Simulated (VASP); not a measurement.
# CuI (F-43m) in VASP: further runs

Runs on CuI. Level: r2SCAN. Tasks: relaxation of cell and atoms.

Program: VASP 6.6.1. These are calculated values, not measurements. Logs are shortened: lines on timing, memory, paths and dates and some standing lists are left out, and cuts for length are marked.

## (1) The cell of the first run

The structure is cubic, space group F-43m (No. 216). The conventional cell has a = 6.023 Å, b = 6.023 Å, c = 6.023 Å, α = 90.00°, β = 90.00°, γ = 90.00°. Cu (site symmetry -43m) has 4 I at 2.61 Å within 3.4 Å. I (site symmetry -43m) has 4 Cu at 2.61 Å within 3.4 Å.

## (2) Relaxation of cell and atoms, r2SCAN, target pressure 7 GPa, at which the enthalpy is minimised

Input file POSCAR:

```
CuI
1.0
    3.0116971668      3.0116971668      0.0000000000
   -3.0116971668      3.0116971668      0.0000000000
    0.0000000000      3.0116971668      3.0116971668
Cu I
1 1
Direct
    0.7500000000      0.2500000000      0.5000000000
    0.0000000000      0.0000000000      0.0000000000
```

Input file INCAR.step1:

```
SYSTEM = CuI
PREC     = Accurate       ! precision mode
ENCUT    = 600            ! plane-wave cutoff, eV
ISMEAR   = 0              ! smearing method
SIGMA    = 0.01           ! smearing width, eV
LREAL    = .False.        ! projectors in reciprocal space
LASPH    = .True.         ! aspherical terms in the spheres
NELM     = 80             ! most SCF steps
GGA      = PE             ! functional
ALGO     = Normal         ! electronic algorithm
EDIFF    = 1E-4           ! SCF threshold, eV
LWAVE    = .True.         ! write WAVECAR
LCHARG   = .False.        ! write CHGCAR
```

Input file INCAR.step2:

```
SYSTEM = CuI
PREC     = Accurate       ! precision mode
ENCUT    = 600            ! plane-wave cutoff, eV
EDIFF    = 1E-7           ! SCF threshold, eV
ISMEAR   = 0              ! smearing method
SIGMA    = 0.01           ! smearing width, eV
LREAL    = .False.        ! projectors in reciprocal space
LASPH    = .True.         ! aspherical terms in the spheres
NELM     = 80             ! most SCF steps
ALGO     = Normal         ! electronic algorithm
ISIF     = 3              ! what is computed and relaxed
LWAVE    = .False.        ! write WAVECAR
LCHARG   = .False.        ! write CHGCAR
METAGGA  = R2SCAN         ! meta-GGA
LMIXTAU  = .True.       
IBRION   = 2              ! ionic algorithm
NSW      = 100            ! ionic steps
EDIFFG   = -0.002         ! ionic threshold
PSTRESS  = 70.0         
ISTART   = 1
```

Input file KPOINTS:

```
Automatic mesh
0
Gamma
  6 6 6
  0 0 0
```

Potentials or basis: VASP PAW PBE potentials, release 64 (Cu, I).

Command:

```console
> cat potpaw_PBE.64/Cu/POTCAR potpaw_PBE.64/I/POTCAR > POTCAR
> cp INCAR.step1 INCAR
> mpirun -np 1 vasp_std > vasp.out
> cp INCAR.step2 INCAR
> mpirun -np 1 vasp_std > vasp.out
```

OUTCAR:

```text
SYSTEM = CuI
   PREC = Accurate
   ENCUT = 600
   EDIFF = 1E-7
   ISMEAR = 0
   LREAL = .False.
   LASPH = .True.
   NELM = 80
   ISIF = 3
   METAGGA = R2SCAN
   IBRION = 2
   NSW = 100
   EDIFFG = -0.002
   PSTRESS = 70.0
   ISTART = 1

 ion  position               nearest neighbor table
   1  0.750  0.250  0.500-   2 2.61   2 2.61   2 2.61   2 2.61
   2  0.000  0.000  0.000-   1 2.61   1 2.61   1 2.61   1 2.61

  LATTYP: Found a face centered cubic cell.
 ALAT       =     6.0233943336

  Lattice vectors:

 A1 = (   0.0000000000,   3.0116971668,   3.0116971668)
 A2 = (   3.0116971668,   0.0000000000,   3.0116971668)
 A3 = (   3.0116971668,   3.0116971668,   0.0000000000)

Analysis of symmetry for initial positions (statically):
=====================================================================
 Subroutine PRICEL returns:
 Original cell was already a primitive cell.

 Routine SETGRP: Setting up the symmetry group for a
 face centered cubic supercell.

 Subroutine GETGRP returns: Found 24 space group operations
 (whereof 24 operations were pure point group operations)
 out of a pool of 48 trial point group operations.

The static configuration has the point symmetry T_d .

Analysis of symmetry for dynamics (positions and initial velocities):
=====================================================================
 Subroutine PRICEL returns:
 Original cell was already a primitive cell.

 Routine SETGRP: Setting up the symmetry group for a
 face centered cubic supercell.

 Subroutine GETGRP returns: Found 24 space group operations
 (whereof 24 operations were pure point group operations)
 out of a pool of 48 trial point group operations.

The dynamic configuration has the point symmetry T_d .

 Subroutine INISYM returns: Found 24 space group operations
 (whereof 24 operations are pure point group operations),
 and found     1 'primitive' translations

----------------------------------------------------------------------------------------

                                     Primitive cell

  volume of cell :      54.6341

  direct lattice vectors                    reciprocal lattice vectors
     3.011697167  3.011697167  0.000000000     0.166019348  0.166019348 -0.166019348
    -3.011697167  3.011697167  0.000000000    -0.166019348  0.166019348 -0.166019348
     0.000000000  3.011697167  3.011697167     0.000000000  0.000000000  0.332038696

  length of vectors
     4.259182979  4.259182979  4.259182979     0.287553946  0.287553946  0.332038696

  position of ions in fractional coordinates (direct lattice)
     0.750000000  0.250000000  0.500000000
     0.000000000  0.000000000  0.000000000

  ion indices of the primitive-cell ions
   primitive index   ion index
                 1           1
                 2           2

[... 60 lines left out ...]
   ENCUT  =  600.0 eV  44.10 Ry    6.64 a.u.   8.51  8.51  8.51*2*pi/ulx,y,z
   NELM   =     80;   NELMIN=  2; NELMDL=  0     # of ELM steps
   EDIFF  = 0.1E-06   stopping-criterion for ELM
   LREAL  =      F    real-space projection
   EDIFFG = -.2E-02   stopping-criterion for IOM
   NSW    =    100    number of steps for IOM
   IBRION =      2    ionic relax: 0-MD 1-quasi-New 2-CG
   NFREE  =      1    steps in history (QN), initial steepest desc. (CG)
   ISIF   =      3    stress and relaxation
   ISYM   =      2    0-nonsym 1-usesym 2-fastsym
   POTIM  = 0.5000    time-step for ionic-motion
   TEBEG  =    0.0;   TEEND  =   0.0 temperature during run
   PSTRESS=   70.0 pullay stress
   NELECT =      18.0000    total number of electrons
   NUPDOWN=      -1.0000    fix difference up-down
   EMIN   =  10.00;   EMAX   =-10.00  energy-range for DOS
   EFERMI =   0.00;   METHOD = LEGACY
   ISMEAR =     0;   SIGMA  =   0.01  broadening in eV -4-tet -1-fermi 0-gaus
   EFERMI_NEDOS =   21; number of points for ismear=-14 and -15
   IALGO  =     38    algorithm
   IMIX   =      4    mixing-type and parameters
     AMIX     =   0.40;   BMIX     =  1.00
     AMIX_MAG =   1.60;   BMIX_MAG =  1.00
  volume/ion in A,a.u.               =      27.32       184.34
  Fermi-wavevector in a.u.,A,eV,Ry     =   1.130692  2.136698 17.394568  1.278465
  Thomas-Fermi vector in A             =   2.267389
   LORBIT       =      0    0 simple, 1 ext, 2 COOP (PROOUT), +10 PAW based schemes
   METAGGA = R2SCAN    functional components
   LHFCALC =     F    Hartree Fock is set to
   AEXX    =    0.0000 exact exchange contribution
   IVDW    =     0    specifies the selected vdW correction
   LEPSILON=     F    determine dielectric tensor
   LRPA    =     F    only Hartree local field effects (RPA)
 conjugate gradient relaxation of ions
 non-spin polarized calculation
 Gauss-broadening in eV      SIGMA  =   0.01
  energy-cutoff  :      600.00
  volume of cell :       54.63
 maximum number of plane-waves:      1853
 NGX is ok and might be reduce to    36
   NGX = 17   NGY = 17   NGZ = 17

--------------------------------------- Ionic step        1  -------------------------------------------

 number of electron      17.9999999 magnetization

 Free energy of the ion-electron system (eV)
  ---------------------------------------------------
  ext. energy  EPLUGINS =         0.00000000
  ---------------------------------------------------
  free energy    TOTEN  =       -35.79512952 eV

  energy without entropy =      -35.79512952  energy(sigma->0) =      -35.79512952

 E-fermi :   4.5575     XC(G=0):  -9.5463

 val. band max:        4.4746731815   @ k =   0.0000   0.0000   0.0000
 cond. band min:       6.1470341466   @ k =   0.0000   0.0000   0.0000
 fundamental gap:      1.6723609650
 Fermi energy:         4.5574580257

 k-point     1 :       0.0000    0.0000    0.0000
  band No.  band energies     occupation
      1     -10.1572      2.00000
      2       0.5840      2.00000
      3       0.5841      2.00000
      4       0.5841      2.00000
      5       2.5571      2.00000
      6       2.5573      2.00000
      7       4.4745      2.00000
      8       4.4746      2.00000
      9       4.4747      2.00000
     10       6.1470      0.00000
     11       9.6948      0.00000
     12       9.6948      0.00000
     13       9.6949      0.00000
[... 427 lines left out ...]
--------------------------------------- Ionic step        6  -------------------------------------------

 number of electron      18.0000008 magnetization

 Free energy of the ion-electron system (eV)
  ---------------------------------------------------
  ext. energy  EPLUGINS =         0.00000000
  ---------------------------------------------------
  free energy    TOTEN  =       -35.67729186 eV

  energy without entropy =      -35.67729186  energy(sigma->0) =      -35.67729186

 E-fermi :   5.9460     XC(G=0): -10.1483

 val. band max:        5.8828592485   @ k =   0.0000   0.0000   0.0000
 cond. band min:       7.9488741272   @ k =   0.0000   0.0000   0.0000
 fundamental gap:      2.0660148787
 Fermi energy:         5.9459564029

 k-point     1 :       0.0000    0.0000    0.0000
  band No.  band energies     occupation
      1      -9.4811      2.00000
      2       1.3740      2.00000
      3       1.3740      2.00000
      4       1.3740      2.00000
      5       3.3838      2.00000
      6       3.3838      2.00000
      7       5.8828      2.00000
      8       5.8828      2.00000
      9       5.8829      2.00000
     10       7.9489      0.00000
     11      10.9331      0.00000
     12      10.9331      0.00000
     13      10.9332      0.00000
[... 271 lines left out ...]
  energy  without entropy=      -35.6772918618  energy(sigma->0) =      -35.67729186

  enthalpy is  TOTEN    =       -33.5573210289 eV   P V=        2.1199708329

 reached required accuracy - stopping structural energy minimisation
```

OSZICAR.step1:

```text
N       E                     dE             d eps       ncg     rms          rms(c)
DAV:   1     0.103484872989E+03    0.10348E+03   -0.83729E+03   416   0.166E+03
DAV:   2     0.130501323865E+01   -0.10218E+03   -0.95969E+02   421   0.276E+02
DAV:   3    -0.555375843950E+01   -0.68588E+01   -0.67283E+01   569   0.803E+01
DAV:   4    -0.577119030890E+01   -0.21743E+00   -0.21724E+00   456   0.128E+01
DAV:   5    -0.578267219570E+01   -0.11482E-01   -0.11481E-01   614   0.344E+00    0.539E+00
DAV:   6    -0.570265221576E+01    0.80020E-01   -0.36146E+00   434   0.561E+01    0.349E+00
DAV:   7    -0.555471888276E+01    0.14793E+00   -0.81982E-01   466   0.333E+01    0.173E+00
DAV:   8    -0.555715458548E+01   -0.24357E-02   -0.50052E-02   612   0.386E+00    0.494E-01
DAV:   9    -0.555404484049E+01    0.31097E-02   -0.14787E-02   522   0.394E+00    0.156E-01
DAV:  10    -0.555421659795E+01   -0.17176E-03   -0.76215E-04   491   0.235E-01    0.683E-02
DAV:  11    -0.555424958993E+01   -0.32992E-04   -0.39123E-04   511   0.621E-01
   1 F= -.55542496E+01 E0= -.55542496E+01  d E =-.563329E-44
```

Wall time 5.9 min (1 thread of Intel Xeon Platinum 8375C at 2.90GHz (Ice Lake), shared host); peak memory 0.23 GiB.

What came out:

```yaml
Free_energy: -35.6773 eV
Relaxed_volume: 24.26 Å³/atom
Relaxed_cell: a = 4.094 Å, b = 4.094 Å, c = 4.094 Å, α = 60.00°, β = 60.00°, γ = 90.00°
Space_group_after_relaxing_to_0.1_Å: F-43m (No. 216)
Energy_change_on_relaxing_the_run_minimises_the_enthalpy: +58.9 meV/atom
Ionic_steps: 6
Pressure_after_relaxing: 7.0 GPa
Band_gap_on_the_k_mesh: 2.07 eV
```

The path:
```csv
step,energy change (eV),largest force (eV/Å),pressure (GPa),volume (Å³)
1,0.0000,0.0000,-0.01,54.63
2,0.2840,0.0000,12.24,45.72
3,0.1172,0.0000,6.96,48.54
4,0.1224,0.0000,7.16,48.42
5,0.1155,0.0000,6.89,48.58
6,0.1178,0.0000,6.99,48.52
```

Final structure:
```cif
data_structure
_symmetry_space_group_name_H-M 'P 1'
_symmetry_Int_Tables_number 1
_cell_length_a 4.0940
_cell_length_b 4.0940
_cell_length_c 4.0940
_cell_angle_alpha 60.000
_cell_angle_beta 60.000
_cell_angle_gamma 90.000
_cell_volume 48.52
loop_
_atom_site_label
_atom_site_type_symbol
_atom_site_fract_x
_atom_site_fract_y
_atom_site_fract_z
_atom_site_occupancy
Cu1 Cu 0.75000 0.25000 0.50000 1
I1 I 0.00000 0.00000 0.00000 1
```

Levels at points of the mesh, in eV from the valence-band top:
```tsv
k point	band 6	band 7	band 8	band 9	band 10	band 11	band 12	band 13
(0.00, 0.00, 0.00)	-2.50	0.00	0.00	0.00	2.07	5.05	5.05	5.05
(0.50, 0.00, 0.00)	-2.46	-2.42	-0.97	-0.97	2.67	5.62	5.62	7.89
(0.50, 0.50, 0.00)	-2.39	-2.39	-2.06	-2.06	2.65	3.05	10.93	11.16
```

Caveat: the cell is relaxed towards a set pressure, so the run minimises the enthalpy, not the energy; the PAW data sets were made with another functional, which shifts forces and pressure a little; spin-orbit coupling is left out, which moves the levels of the heavy elements.

## (3) Relaxation of cell and atoms, r2SCAN, target pressure 10 GPa, at which the enthalpy is minimised

POSCAR is that of step 2.

Input file INCAR.step1:

```
SYSTEM = CuI
  PREC = Accurate
  ENCUT = 600
  ISMEAR = 0
  SIGMA = 0.01
  LREAL = .False.
  LASPH = .True.
  NELM = 60
  GGA = PE
  ALGO = Normal
  EDIFF = 1E-4
  LWAVE = .True.
  LCHARG = .False.
```

Input file INCAR.step2:

```
SYSTEM = CuI
  PREC = Accurate
  ENCUT = 600
  EDIFF = 1E-7
  ISMEAR = 0
  SIGMA = 0.01
  LREAL = .False.
  LASPH = .True.
  NELM = 60
  ALGO = Normal
  ISIF = 3
  LWAVE = .False.
  LCHARG = .False.
  METAGGA = R2SCAN
  LMIXTAU = .True.
  IBRION = 2
  NSW = 100
  EDIFFG = -0.002
  PSTRESS = 100.0
  ISTART = 1
```

KPOINTS is that of step 2.

Potentials or basis: VASP PAW PBE potentials, release 64 (Cu, I).

Command:

```console
> cat potpaw_PBE.64/Cu/POTCAR potpaw_PBE.64/I/POTCAR > POTCAR
> cp INCAR.step1 INCAR
> mpirun -np 1 vasp_std > vasp.out
> cp INCAR.step2 INCAR
> mpirun -np 1 vasp_std > vasp.out
```

OUTCAR:

```text
SYSTEM = CuI
   PREC = Accurate
   ENCUT = 600
   EDIFF = 1E-7
   ISMEAR = 0
   LREAL = .False.
   LASPH = .True.
   NELM = 60
   ISIF = 3
   METAGGA = R2SCAN
   IBRION = 2
   NSW = 100
   EDIFFG = -0.002
   PSTRESS = 100.0
   ISTART = 1

 ion  position               nearest neighbor table
   1  0.750  0.250  0.500-   2 2.61   2 2.61   2 2.61   2 2.61
   2  0.000  0.000  0.000-   1 2.61   1 2.61   1 2.61   1 2.61

  LATTYP: Found a face centered cubic cell.
 ALAT       =     6.0233943336

  Lattice vectors:

 A1 = (   0.0000000000,   3.0116971668,   3.0116971668)
 A2 = (   3.0116971668,   0.0000000000,   3.0116971668)
 A3 = (   3.0116971668,   3.0116971668,   0.0000000000)

Analysis of symmetry for initial positions (statically):
=====================================================================
 Subroutine PRICEL returns:
 Original cell was already a primitive cell.

 Routine SETGRP: Setting up the symmetry group for a
 face centered cubic supercell.

 Subroutine GETGRP returns: Found 24 space group operations
 (whereof 24 operations were pure point group operations)
 out of a pool of 48 trial point group operations.

The static configuration has the point symmetry T_d .

Analysis of symmetry for dynamics (positions and initial velocities):
=====================================================================
 Subroutine PRICEL returns:
 Original cell was already a primitive cell.

[... 141 lines left out ...]

 Free energy of the ion-electron system (eV)
  ---------------------------------------------------
  ext. energy  EPLUGINS =         0.00000000
  ---------------------------------------------------
  free energy    TOTEN  =       -35.79512952 eV

  energy without entropy =      -35.79512952  energy(sigma->0) =      -35.79512952

 E-fermi :   4.5575     XC(G=0):  -9.5463

 val. band max:        4.4746731815   @ k =   0.0000   0.0000   0.0000
 cond. band min:       6.1470341466   @ k =   0.0000   0.0000   0.0000
 fundamental gap:      1.6723609650
 Fermi energy:         4.5574580257

 k-point     1 :       0.0000    0.0000    0.0000
  band No.  band energies     occupation
      1     -10.1572      2.00000
      2       0.5840      2.00000
      3       0.5841      2.00000
      4       0.5841      2.00000
      5       2.5571      2.00000
      6       2.5573      2.00000
      7       4.4745      2.00000
      8       4.4746      2.00000
      9       4.4747      2.00000
     10       6.1470      0.00000
     11       9.6948      0.00000
     12       9.6948      0.00000
     13       9.6949      0.00000
[... 465 lines left out ...]
--------------------------------------- Ionic step        7  -------------------------------------------

 number of electron      17.9999997 magnetization

 Free energy of the ion-electron system (eV)
  ---------------------------------------------------
  ext. energy  EPLUGINS =         0.00000000
  ---------------------------------------------------
  free energy    TOTEN  =       -35.58666065 eV

  energy without entropy =      -35.58666065  energy(sigma->0) =      -35.58666065

 E-fermi :   6.4257     XC(G=0): -10.3363

 val. band max:        6.3511552710   @ k =   0.0000   0.0000   0.0000
 cond. band min:       8.5504474790   @ k =   0.0000   0.0000   0.0000
 fundamental gap:      2.1992922080
 Fermi energy:         6.4257270997

 k-point     1 :       0.0000    0.0000    0.0000
  band No.  band energies     occupation
      1      -9.2652      2.00000
      2       1.6280      2.00000
      3       1.6280      2.00000
      4       1.6281      2.00000
      5       3.6475      2.00000
      6       3.6475      2.00000
      7       6.3511      2.00000
      8       6.3511      2.00000
      9       6.3512      2.00000
     10       8.5504      0.00000
     11      11.3398      0.00000
     12      11.3398      0.00000
     13      11.3398      0.00000
[... 271 lines left out ...]
  energy  without entropy=      -35.5866606493  energy(sigma->0) =      -35.58666065

  enthalpy is  TOTEN    =       -32.6653035350 eV   P V=        2.9213571143

 reached required accuracy - stopping structural energy minimisation
```

Run time: 7.2 min. Hardware: 1 thread of Intel Xeon Platinum 8375C at 2.90GHz (Ice Lake), shared host; peak memory 0.23 GiB.

Results:

| Item | Value |
| --- | --- |
| Free energy | -35.5867 eV |
| Relaxed volume | 23.40 Å³/atom |
| Relaxed cell | a = 4.045 Å, b = 4.045 Å, c = 4.045 Å, α = 60.00°, β = 60.00°, γ = 90.00° |
| Space group after relaxing (to 0.1 Å) | F-43m (No. 216) |
| Energy change on relaxing (the run minimises the enthalpy) | +104.2 meV/atom |
| Ionic steps | 7 |
| Pressure after relaxing | 10.0 GPa |
| Band gap on the k mesh | 2.20 eV |

Step by step:
| step | energy change (eV) | largest force (eV/Å) | pressure (GPa) | volume (Å³) |
| --- | --- | --- | --- | --- |
| 1 | 0.0000 | 0.0000 | -0.01 | 54.63 |
| 2 | 0.6479 | 0.0000 | 21.69 | 42.22 |
| 3 | 0.2027 | 0.0000 | 9.82 | 46.90 |
| 4 | 0.2119 | 0.0000 | 10.10 | 46.75 |
| 5 | 0.2064 | 0.0000 | 9.93 | 46.84 |
| 6 | 0.2079 | 0.0000 | 9.98 | 46.81 |
| 7 | 0.2085 | 0.0000 | 9.99 | 46.81 |

Final structure:
```
CELL_PARAMETERS angstrom
2.86037 2.86037 0.00000
-2.86037 2.86037 0.00000
0.00000 2.86037 2.86037
ATOMIC_POSITIONS crystal
Cu 0.75000 0.25000 0.50000
I 0.00000 0.00000 0.00000
```

Caveat: the cell is relaxed towards a set pressure, so the run minimises the enthalpy, not the energy; the PAW data sets were made with another functional, which shifts forces and pressure a little; spin-orbit coupling is left out, which moves the levels of the heavy elements. A k mesh can miss the band edges.
